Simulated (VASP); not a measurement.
# V (Im-3m) in VASP: a series of runs, part 2 of 2

VASP 6.6.1. Earlier steps stand in the parts before.

### 5 Single point, LDA

INCAR reads:

```
SYSTEM = V
ALGO = Normal ; EDIFF = 1E-7
ENCUT = 520 ; GGA = CA
ISIF = 2 ; ISMEAR = -1
LASPH = .True. ; LCHARG = .True.
LELF = .True. ; LREAL = .False.
LVHAR = .True. ; LWAVE = .False.
NBANDS = 12 ; NELM = 100
PREC = Accurate ; SIGMA = 0.6
```

KPOINTS reads:

```
k-points
0
Gamma
  15 15 15
  0 0 0
```

POSCAR reads:

```
V
1.0
   -1.4636513664      1.4636513664      1.4636513664
    1.4636513664     -1.4636513664      1.4636513664
    1.4636513664      1.4636513664     -1.4636513664
V
1
Direct
    0.0000000000      0.0000000000      0.0000000000
```

Potentials or basis: VASP PAW LDA potentials, release 64 (V_sv).

Started as:

```sh
cat potpaw_LDA.64/V_sv/POTCAR > POTCAR
mpirun -np 1 vasp_std > vasp.out
```

OUTCAR:

```text
SYSTEM = V
   EDIFF = 1E-7
   ENCUT = 520
   GGA = CA
   ISIF = 2
   ISMEAR = -1
   LASPH = .True.
   LREAL = .False.
   NELM = 100
   PREC = Accurate

 ion  position               nearest neighbor table
   1  0.000  0.000  0.000-

  LATTYP: Found a body centered cubic cell.
 ALAT       =     2.9273027328

  Lattice vectors:

 A1 = (  -1.4636513664,   1.4636513664,   1.4636513664)
 A2 = (   1.4636513664,  -1.4636513664,   1.4636513664)
 A3 = (   1.4636513664,   1.4636513664,  -1.4636513664)

Analysis of symmetry for initial positions (statically):
=====================================================================
 Subroutine PRICEL returns:
 Original cell was already a primitive cell.

 Routine SETGRP: Setting up the symmetry group for a
 body centered cubic supercell.

 Subroutine GETGRP returns: Found 48 space group operations
 (whereof 48 operations were pure point group operations)
 out of a pool of 48 trial point group operations.

The static configuration has the point symmetry O_h .

Analysis of symmetry for dynamics (positions and initial velocities):
=====================================================================
 Subroutine PRICEL returns:
 Original cell was already a primitive cell.

 Routine SETGRP: Setting up the symmetry group for a
 body centered cubic supercell.

 Subroutine GETGRP returns: Found 48 space group operations
 (whereof 48 operations were pure point group operations)
 out of a pool of 48 trial point group operations.

The dynamic configuration has the point symmetry O_h .

 Subroutine INISYM returns: Found 48 space group operations
 (whereof 48 operations are pure point group operations),
 and found     1 'primitive' translations

----------------------------------------------------------------------------------------

                                     Primitive cell

  volume of cell :      12.5422

  direct lattice vectors                    reciprocal lattice vectors
    -1.463651366  1.463651366  1.463651366     0.000000000  0.341611405  0.341611405
     1.463651366 -1.463651366  1.463651366     0.341611405  0.000000000  0.341611405
     1.463651366  1.463651366 -1.463651366     0.341611405  0.341611405  0.000000000

  length of vectors
     2.535118531  2.535118531  2.535118531     0.483111482  0.483111482  0.483111482

  position of ions in fractional coordinates (direct lattice)
     0.000000000  0.000000000  0.000000000

  ion indices of the primitive-cell ions
   primitive index   ion index
                 1           1

----------------------------------------------------------------------------------------

 KPOINTS: k-points

Automatic generation of k-mesh.
 Grid dimensions read from file:
 generate k-points for:   15   15   15

 Generating k-lattice:

  Cartesian coordinates                     Fractional coordinates (reciprocal lattice)
     0.000000000  0.022774094  0.022774094     0.066666667  0.000000000  0.000000000
     0.022774094  0.000000000  0.022774094     0.000000000  0.066666667  0.000000000
     0.022774094  0.022774094  0.000000000     0.000000000  0.000000000  0.066666667

  Length of vectors
     0.032207432  0.032207432  0.032207432

  Shift w.r.t. Gamma in fractional coordinates (k-lattice)
     0.000000000  0.000000000  0.000000000

 Subroutine IBZKPT returns following result:
 ===========================================

 Found    120 irreducible k-points:

 Following reciprocal coordinates:
            Coordinates               Weight
  0.000000  0.000000  0.000000      1.000000
  0.066667  0.000000  0.000000     12.000000
  0.133333  0.000000  0.000000     12.000000
  0.200000  0.000000  0.000000     12.000000
  0.266667  0.000000  0.000000     12.000000
  0.333333  0.000000  0.000000     12.000000
[... 16 lines left out ...]
  0.333333  0.200000  0.000000     48.000000
  0.400000  0.200000  0.000000     24.000000
 [... further k-points ...]
   k-points           NKPTS =    120   k-points in BZ     NKDIM =    120   number of bands    NBANDS=     12
   number of dos      NEDOS =    301   number of ions     NIONS =      1
   total plane-waves  NPLWV =   8000
   dimension x,y,z NGX =    20 NGY =   20 NGZ =   20
   dimension x,y,z NGXF=    40 NGYF=   40 NGZF=   40
   ions per type =               1
   NGX,Y,Z   is equivalent  to a cutoff of  13.12, 13.12, 13.12 a.u.
   NGXF,Y,Z  is equivalent  to a cutoff of  26.23, 26.23, 26.23 a.u.
 SYSTEM =  V
   PREC   = accura    normal or accurate (medium, high low for compatibility)
   ISTART =      0    job   : 0-new  1-cont  2-samecut
   ICHARG =      2    charge: 1-file 2-atom 10-const
   ISPIN  =      1    spin polarized calculation?
   LNONCOLLINEAR =      F non collinear calculations
   LSORBIT =      F    spin-orbit coupling
   LASPH  =      T    aspherical Exc in radial PAW
   ENCUT  =  520.0 eV  38.22 Ry    6.18 a.u.   4.71  4.71  4.71*2*pi/ulx,y,z
   NELM   =    100;   NELMIN=  2; NELMDL= -5     # of ELM steps
   EDIFF  = 0.1E-06   stopping-criterion for ELM
   LREAL  =      F    real-space projection
   EDIFFG = 0.1E-05   stopping-criterion for IOM
   NSW    =      0    number of steps for IOM
   IBRION =     -1    ionic relax: 0-MD 1-quasi-New 2-CG
   NFREE  =      0    steps in history (QN), initial steepest desc. (CG)
   ISIF   =      2    stress and relaxation
   ISYM   =      2    0-nonsym 1-usesym 2-fastsym
   POTIM  = 0.5000    time-step for ionic-motion
   TEBEG  =    0.0;   TEEND  =   0.0 temperature during run
   PSTRESS=    0.0 pullay stress
   NELECT =      13.0000    total number of electrons
   NUPDOWN=      -1.0000    fix difference up-down
   EMIN   =  10.00;   EMAX   =-10.00  energy-range for DOS
   EFERMI =   0.00;   METHOD = LEGACY
   ISMEAR =    -1;   SIGMA  =   0.60  broadening in eV -4-tet -1-fermi 0-gaus
   EFERMI_NEDOS =   21; number of points for ismear=-14 and -15
   IALGO  =     38    algorithm
   IMIX   =      4    mixing-type and parameters
     AMIX     =   0.40;   BMIX     =  1.00
     AMIX_MAG =   1.60;   BMIX_MAG =  1.00
  volume/ion in A,a.u.               =      12.54        84.64
  Fermi-wavevector in a.u.,A,eV,Ry     =   1.656781  3.130861 37.346926  2.744922
  Thomas-Fermi vector in A             =   2.744646
   LORBIT       =      0    0 simple, 1 ext, 2 COOP (PROOUT), +10 PAW based schemes
   GGA     = CA    functional components
   LHFCALC =     F    Hartree Fock is set to
   AEXX    =    0.0000 exact exchange contribution
   IVDW    =     0    specifies the selected vdW correction
   LEPSILON=     F    determine dielectric tensor
   LRPA    =     F    only Hartree local field effects (RPA)
 non-spin polarized calculation
  energy-cutoff  :      520.00
  volume of cell :       12.54
 maximum number of plane-waves:       366
   NGX =  9   NGY =  9   NGZ =  9

 number of electron      13.0000011 magnetization

 Free energy of the ion-electron system (eV)
  ---------------------------------------------------
  ext. energy  EPLUGINS =         0.00000000
  ---------------------------------------------------
  free energy    TOTEN  =       -10.71214144 eV

  energy without entropy =       -9.25351850  energy(sigma->0) =       -9.98282997

 E-fermi :  10.7222     XC(G=0): -13.6133

 val. band max:       10.7188700526   @ k =  -0.2000   0.2000   0.1333
 cond. band min:      10.7338218073   @ k =  -0.4000   0.4667   0.0667
 fundamental gap:      0.0149517547
 Fermi energy:        10.7221590490

 k-point     1 :       0.0000    0.0000    0.0000
  band No.  band energies     occupation
      1     -52.3497      2.00000
      2     -25.9231      2.00000
      3     -25.9231      2.00000
      4     -25.9231      2.00000
      5       3.7577      1.99998
      6      10.8917      0.85967
      7      10.8917      0.85967
      8      10.8917      0.85967
      9      13.0849      0.03823
     10      13.0849      0.03823
     11      31.4913      0.00000
     12      31.4913      0.00000
[... 331 lines left out ...]
 k-point    24 :       0.4000    0.2000    0.0000
  band No.  band energies     occupation
      1     -52.0505      2.00000
      2     -26.9455      2.00000
      3     -26.4525      2.00000
      4     -26.0402      2.00000
      5       7.9612      1.98013
      6       9.2670      1.83747
      7      10.4721      1.20539
      8      13.0492      0.04053
      9      13.7679      0.01241
     10      17.4998      0.00002
     11      21.4126      0.00000
     12      24.6987      0.00000

 [... further k-points ...]

------------------------ aborting loop because EDIFF is reached ----------------------------------------

  FORCE on cell =-STRESS in cart. coord.  units (eV):
  Direction    XX          YY          ZZ          XY          YZ          ZX
  --------------------------------------------------------------------------------------
  -------------------------------------------------------------------------------------
  Total        0.8833809      0.8833809      0.8833809     -0.0000000     -0.0000000      0.0000000
  in kB      112.8458675    112.8458675    112.8458675     -0.0000000     -0.0000000      0.0000000
  external PRESSURE =     112.8458675 kB  Pullay stress =       0.0000000 kB

 VOLUME and BASIS-vectors are now :
 -----------------------------------------------------------------------------
  energy-cutoff  :      520.00
  volume of cell :       12.54
      direct lattice vectors                 reciprocal lattice vectors
    -1.463651366  1.463651366  1.463651366     0.000000000  0.341611405  0.341611405
     1.463651366 -1.463651366  1.463651366     0.341611405  0.000000000  0.341611405
     1.463651366  1.463651366 -1.463651366     0.341611405  0.341611405  0.000000000

 POSITION                                       TOTAL-FORCE (eV/Angst)
 -----------------------------------------------------------------------------------
      0.00000      0.00000      0.00000        -0.000000      0.000000     -0.000000
 -----------------------------------------------------------------------------------
    total drift:                                0.000000     -0.000000      0.000000

  FREE ENERGIE OF THE ION-ELECTRON SYSTEM (eV)
  ---------------------------------------------------
  free  energy   TOTEN  =       -10.7121414359 eV

  energy  without entropy=       -9.2535185007  energy(sigma->0) =       -9.98282997
```

Run time: 21 s. Hardware: 1 thread of Intel Xeon 6975P-C, shared host; peak memory 0.13 GiB.

What came out:

| Item | Value |
| --- | --- |
| Free energy | -10.7121 eV |
| Pressure | 11.3 GPa |

### 6 Summary

| k mesh | smearing | gap on the mesh (eV) | pressure (GPa) |
| --- | --- | --- | --- |
| 16 × 16 × 16 | fermi-dirac 0.1 eV | none | 0.6 |
| 22 × 22 × 22 | fermi-dirac 0.1 eV | none | 0.5 |
| 25 × 25 × 25 | fermi-dirac 0.1 eV | none | 0.5 |
| 15 × 15 × 15 | fermi-dirac 0.6 eV | none | 11.3 |

Alike in all rows: task single point; level LDA; potentials or basis VASP PAW LDA potentials, release 64 (V_sv); no spin polarisation; cell as given; cutoff (eV) 520.

Every run on the cell as given and a fine mesh finds a metal.

Total energies depend on the potentials used, so only differences within one code and one set of settings carry meaning.
